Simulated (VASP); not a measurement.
# AlPt (Pm-3m) in VASP: single point with r2SCAN+D3(BJ)

Aim: the single point of AlPt with r2SCAN+D3(BJ).

Everything below comes from runs of VASP 6.6.1. Logs are shortened: lines on timing, memory, paths and dates and some standing lists are left out, and cuts for length are marked.

## (1) The cell of the first run

It takes space group Pm-3m (No. 221, cubic). Conventional cell: a = 3.092 Å, b = 3.092 Å, c = 3.092 Å, α = 90.00°, β = 90.00°, γ = 90.00°. Al (site symmetry m-3m) has 8 Pt at 2.68 Å and 6 Al at 3.09 Å within 3.5 Å. Pt (site symmetry m-3m) has 8 Al at 2.68 Å and 6 Pt at 3.09 Å within 3.5 Å.

## (2) Single point, r2SCAN+D3(BJ)

POSCAR reads:

```
AlPt
1.0
    3.0915500000      0.0000000000      0.0000000000
    0.0000000000      3.0915500000      0.0000000000
    0.0000000000      0.0000000000      6.1831000000
Al Pt
2 2
Direct
    0.0000000000      0.0000000000      0.0000000000
    0.0000000000      0.0000000000      0.5000000000
    0.5000000000      0.5000000000      0.2500000000
    0.5000000000      0.5000000000      0.7500000000
```

INCAR.step1 reads:

```
  PREC = Accurate
  ENCUT = 550
  ISMEAR = -1
  SIGMA = 0.1
  LREAL = F
  LASPH = T
  NELM = 120
  NBANDS = 21
  GGA = PE
  ALGO = Normal
  EDIFF = 1E-5
  LWAVE = T
  LCHARG = F
  GGA_COMPAT = F
```

INCAR.step2 reads:

```
  PREC = Accurate
  ENCUT = 550
  EDIFF = 1E-6
  ISMEAR = -1
  SIGMA = 0.1
  LREAL = F
  LASPH = T
  NELM = 120
  ALGO = Normal
  ISIF = 2
  LWAVE = F
  LCHARG = F
  METAGGA = R2SCAN
  LMIXTAU = T
  IVDW = 12
  VDW_S6 = 1.0
  VDW_S8 = 0.78981345
  VDW_A1 = 0.49484001
  VDW_A2 = 5.73083694
  NBANDS = 21
  ISTART = 1
  GGA_COMPAT = F
```

KPOINTS reads:

```
regular mesh
0
Gamma
  6 6 3
```

Potentials or basis: VASP PAW PBE potentials, release 64 (Al, Pt).

Run with:

```sh
> cat potpaw_PBE.64/Al/POTCAR potpaw_PBE.64/Pt/POTCAR > POTCAR
> cp INCAR.step1 INCAR
> mpirun -np 1 vasp_std > vasp.out
> cp INCAR.step2 INCAR
> mpirun -np 1 vasp_std > vasp.out
```

OUTCAR:

```text
PREC = Accurate
   ENCUT = 550
   EDIFF = 1E-6
   ISMEAR = -1
   LREAL = F
   LASPH = T
   NELM = 120
   ISIF = 2
   METAGGA = R2SCAN
   IVDW = 12
   ISTART = 1
 IVDW          = 12

 ion  position               nearest neighbor table
   1  0.000  0.000  0.000-   3 2.68   4 2.68   3 2.68   4 2.68   3 2.68   4 2.68   3 2.68   4 2.68
                             2 3.09   2 3.09
   2  0.000  0.000  0.500-   3 2.68   4 2.68   3 2.68   4 2.68   3 2.68   4 2.68   3 2.68   4 2.68
                             1 3.09   1 3.09
   3  0.500  0.500  0.250-   1 2.68   2 2.68   1 2.68   2 2.68   1 2.68   2 2.68   1 2.68   2 2.68
                             4 3.09   4 3.09
   4  0.500  0.500  0.750-   1 2.68   2 2.68   1 2.68   2 2.68   1 2.68   2 2.68   1 2.68   2 2.68
                             3 3.09   3 3.09

  LATTYP: Found a simple tetragonal cell.
 ALAT       =     3.0915500000
 C/A-ratio  =     2.0000000000

  Lattice vectors:

 A1 = (   3.0915500000,   0.0000000000,   0.0000000000)
 A2 = (   0.0000000000,   3.0915500000,   0.0000000000)
 A3 = (   0.0000000000,   0.0000000000,   6.1831000000)

Analysis of symmetry for initial positions (statically):
=====================================================================
 Subroutine PRICEL returns following result:

  LATTYP: Found a simple cubic cell.
 ALAT       =     3.0915500000

  Lattice vectors:

 A1 = (   3.0915500000,   0.0000000000,   0.0000000000)
 A2 = (   0.0000000000,   3.0915500000,   0.0000000000)
 A3 = (   0.0000000000,   0.0000000000,   3.0915500000)

   2 primitive cells build up your supercell.

 Routine SETGRP: Setting up the symmetry group for a
 simple tetragonal supercell.

 Subroutine GETGRP returns: Found 16 space group operations
 (whereof 16 operations were pure point group operations)
 out of a pool of 16 trial point group operations.

The static configuration has the point symmetry D_4h.

Analysis of symmetry for dynamics (positions and initial velocities):
=====================================================================
 Subroutine PRICEL returns following result:

  LATTYP: Found a simple cubic cell.
 ALAT       =     3.0915500000

  Lattice vectors:

 A1 = (   3.0915500000,   0.0000000000,   0.0000000000)
 A2 = (   0.0000000000,   3.0915500000,   0.0000000000)
 A3 = (   0.0000000000,   0.0000000000,   3.0915500000)

   2 primitive cells build up your supercell.

 Routine SETGRP: Setting up the symmetry group for a
 simple tetragonal supercell.

 Subroutine GETGRP returns: Found 16 space group operations
 (whereof 16 operations were pure point group operations)
 out of a pool of 16 trial point group operations.

The dynamic configuration has the point symmetry D_4h.

 Subroutine INISYM returns: Found 16 space group operations
 (whereof 16 operations are pure point group operations),
 and found     2 'primitive' translations

----------------------------------------------------------------------------------------

                                     Primitive cell

  volume of cell :      29.5480

  direct lattice vectors                    reciprocal lattice vectors
     3.091550000  0.000000000  0.000000000     0.323462341  0.000000000  0.000000000
     0.000000000  3.091550000  0.000000000     0.000000000  0.323462341  0.000000000
     0.000000000  0.000000000  3.091550000     0.000000000  0.000000000  0.323462341

  length of vectors
     3.091550000  3.091550000  3.091550000     0.323462341  0.323462341  0.323462341

  position of ions in fractional coordinates (direct lattice)
     0.000000000  0.000000000  0.000000000
     0.500000000  0.500000000  0.500000000

  ion indices of the primitive-cell ions
   primitive index   ion index
                 1           1
                 2           3

----------------------------------------------------------------------------------------

 KPOINTS: regular mesh

Automatic generation of k-mesh.
 Grid dimensions read from file:
 generate k-points for:    6    6    3

 Generating k-lattice:

  Cartesian coordinates                     Fractional coordinates (reciprocal lattice)
     0.053910390  0.000000000  0.000000000     0.166666667  0.000000000  0.000000000
     0.000000000  0.053910390  0.000000000     0.000000000  0.166666667  0.000000000
     0.000000000  0.000000000  0.053910390     0.000000000  0.000000000  0.333333333

  Length of vectors
     0.053910390  0.053910390  0.053910390

  Shift w.r.t. Gamma in fractional coordinates (k-lattice)
     0.000000000  0.000000000  0.000000000

 Subroutine IBZKPT returns following result:
 ===========================================

 Found     20 irreducible k-points:

 Following reciprocal coordinates:
            Coordinates               Weight
  0.000000  0.000000  0.000000      1.000000
  0.166667  0.000000  0.000000      4.000000
  0.333333  0.000000  0.000000      4.000000
  0.500000  0.000000  0.000000      2.000000
  0.166667  0.166667  0.000000      4.000000
  0.333333  0.166667  0.000000      8.000000
[... 12 lines left out ...]
  0.500000  0.333333  0.333333      8.000000
  0.500000  0.500000  0.333333      2.000000
   k-points           NKPTS =     20   k-points in BZ     NKDIM =     20   number of bands    NBANDS=     21
   number of dos      NEDOS =    301   number of ions     NIONS =      4
   total plane-waves  NPLWV =  27648
   dimension x,y,z NGX =    24 NGY =   24 NGZ =   48
   dimension x,y,z NGXF=    48 NGYF=   48 NGZF=   96
   ions per type =               2   2
   NGX,Y,Z   is equivalent  to a cutoff of  12.91, 12.91, 12.91 a.u.
   NGXF,Y,Z  is equivalent  to a cutoff of  25.81, 25.81, 25.81 a.u.
 SYSTEM =  unknown system
   PREC   = accura    normal or accurate (medium, high low for compatibility)
   ISTART =      1    job   : 0-new  1-cont  2-samecut
   ICHARG =      0    charge: 1-file 2-atom 10-const
   ISPIN  =      1    spin polarized calculation?
   LNONCOLLINEAR =      F non collinear calculations
   LSORBIT =      F    spin-orbit coupling
   LASPH  =      T    aspherical Exc in radial PAW
   ENCUT  =  550.0 eV  40.42 Ry    6.36 a.u.   5.91  5.91 11.82*2*pi/ulx,y,z
   NELM   =    120;   NELMIN=  2; NELMDL=  0     # of ELM steps
   EDIFF  = 0.1E-05   stopping-criterion for ELM
   LREAL  =      F    real-space projection
   EDIFFG = 0.1E-04   stopping-criterion for IOM
   NSW    =      0    number of steps for IOM
   IBRION =     -1    ionic relax: 0-MD 1-quasi-New 2-CG
   NFREE  =      0    steps in history (QN), initial steepest desc. (CG)
   ISIF   =      2    stress and relaxation
   ISYM   =      2    0-nonsym 1-usesym 2-fastsym
   POTIM  = 0.5000    time-step for ionic-motion
   TEBEG  =    0.0;   TEEND  =   0.0 temperature during run
   PSTRESS=    0.0 pullay stress
   NELECT =      26.0000    total number of electrons
   NUPDOWN=      -1.0000    fix difference up-down
   EMIN   =  10.00;   EMAX   =-10.00  energy-range for DOS
   EFERMI =   0.00;   METHOD = LEGACY
   ISMEAR =    -1;   SIGMA  =   0.10  broadening in eV -4-tet -1-fermi 0-gaus
   EFERMI_NEDOS =   21; number of points for ismear=-14 and -15
   IALGO  =     38    algorithm
   IMIX   =      4    mixing-type and parameters
     AMIX     =   0.40;   BMIX     =  1.00
     AMIX_MAG =   1.60;   BMIX_MAG =  1.00
  volume/ion in A,a.u.               =      14.77        99.70
  Fermi-wavevector in a.u.,A,eV,Ry     =   1.245125  2.352945 21.093611  1.550337
  Thomas-Fermi vector in A             =   2.379361
   LORBIT       =      0    0 simple, 1 ext, 2 COOP (PROOUT), +10 PAW based schemes
   METAGGA = R2SCAN    functional components
   LHFCALC =     F    Hartree Fock is set to
   AEXX    =    0.0000 exact exchange contribution
   IVDW    =    12    specifies the selected vdW correction
   LEPSILON=     F    determine dielectric tensor
   LRPA    =     F    only Hartree local field effects (RPA)
 non-spin polarized calculation
  energy-cutoff  :      550.00
  volume of cell :       59.10
 maximum number of plane-waves:      1784
 NGX is ok and might be reduce to    24
   NGX = 11   NGY = 11   NGZ = 23

 number of electron      25.9999994 magnetization

 Free energy of the ion-electron system (eV)
  ---------------------------------------------------
  ext. energy  EPLUGINS =         0.00000000
  ---------------------------------------------------
  free energy    TOTEN  =      -120.42526420 eV

  energy without entropy =     -120.37815613  energy(sigma->0) =     -120.40171016

 E-fermi :  10.6785     XC(G=0): -13.1289

 val. band max:       10.6611512704   @ k =   0.3333   0.0000   0.3333
 cond. band min:      11.0898883854   @ k =   0.3333   0.1667   0.3333
 fundamental gap:      0.4287371150
 Fermi energy:        10.6784632766

 k-point     1 :       0.0000    0.0000    0.0000
  band No.  band energies     occupation
      1      -1.4934      2.00000
      2       2.1042      2.00000
      3       3.3315      2.00000
      4       4.7899      2.00000
      5       4.7899      2.00000
      6       5.4213      2.00000
[... 13 lines left out ...]
     20      20.0754      0.00000
     21      20.0754      0.00000

 k-point     2 :       0.1667    0.0000    0.0000
  band No.  band energies     occupation
      1      -0.9642      2.00000
      2       2.6767      2.00000
      3       3.1760      2.00000
      4       4.9311      2.00000
      5       4.9350      2.00000
      6       5.6840      2.00000
[... 13 lines left out ...]
     20      20.3281      0.00000
     21      20.7890      0.00000

 k-point     3 :       0.3333    0.0000    0.0000
  band No.  band energies     occupation
      1       0.5033      2.00000
      2       2.8536      2.00000
      3       4.0443      2.00000
      4       4.6277      2.00000
      5       5.2495      2.00000
      6       6.4438      2.00000
[... 13 lines left out ...]
     20      20.2448      0.00000
     21      21.4474      0.00000
[... 361 lines left out ...]
 k-point    19 :       0.5000    0.3333    0.3333
  band No.  band energies     occupation
      1       3.0616      2.00000
      2       3.4633      2.00000
      3       4.3954      2.00000
      4       4.4803      2.00000
      5       4.4883      2.00000
      6       5.3215      2.00000
[... 13 lines left out ...]
     20      16.9428      0.00000
     21      17.8647      0.00000

 k-point    20 :       0.5000    0.5000    0.3333
  band No.  band energies     occupation
      1       2.9424      2.00000
      2       3.5271      2.00000
      3       4.2636      2.00000
      4       4.2636      2.00000
      5       5.3551      2.00000
      6       5.3551      2.00000
[... 13 lines left out ...]
     20      18.2879      0.00000
     21      18.5274      0.00000

------------------------ aborting loop because EDIFF is reached ----------------------------------------

 Edisp (eV)   -1.06405

 E8    (eV) :    -0.3837

  FORCE on cell =-STRESS in cart. coord.  units (eV):
  Direction    XX          YY          ZZ          XY          YZ          ZX
  --------------------------------------------------------------------------------------
  -------------------------------------------------------------------------------------
  Total      -2.82052    -2.82052    -2.82052     0.00000     0.00000     0.00000
  in kB     -76.46835   -76.46835   -76.46827     0.00000     0.00000     0.00000
  external pressure =      -76.47 kB  Pullay stress =        0.00 kB

 VOLUME and BASIS-vectors are now :
 -----------------------------------------------------------------------------
  energy-cutoff  :      550.00
  volume of cell :       59.10
      direct lattice vectors                 reciprocal lattice vectors
     3.091550000  0.000000000  0.000000000     0.323462341  0.000000000  0.000000000
     0.000000000  3.091550000  0.000000000     0.000000000  0.323462341  0.000000000
     0.000000000  0.000000000  6.183100000     0.000000000  0.000000000  0.161731170

 POSITION                                       TOTAL-FORCE (eV/Angst)
 -----------------------------------------------------------------------------------
      0.00000      0.00000      0.00000        -0.000000      0.000000     -0.000000
      0.00000      0.00000      3.09155        -0.000000      0.000000     -0.000000
      1.54577      1.54577      1.54577         0.000000     -0.000000      0.000000
      1.54577      1.54577      4.63732         0.000000     -0.000000     -0.000000
 -----------------------------------------------------------------------------------
    total drift:                                0.000000     -0.000000     -0.000000

  FREE ENERGIE OF THE ION-ELECTRON SYSTEM (eV)
  ---------------------------------------------------
  free  energy   TOTEN  =      -121.4893166409 eV

  energy  without entropy=     -121.4422085707  energy(sigma->0) =     -121.46576261
```

It took 2.1 min on 1 thread of Intel Xeon 8259CL, shared host; peak memory 0.19 GiB.

What came out:

| Quantity | Value |
| --- | --- |
| Free energy | -121.4893 eV |
| Pressure | -7.6 GPa |
| Band gap on the k mesh | zero (bands 13 and 14 overlap by 2.01 eV) |
| Dispersion energy per atom | -0.266 eV |

Caveat: three body term missing; the cell stands under tension; the PAW data sets were made with another functional, which shifts forces and pressure a little; spin-orbit coupling is left out, which moves the levels of the heavy elements.
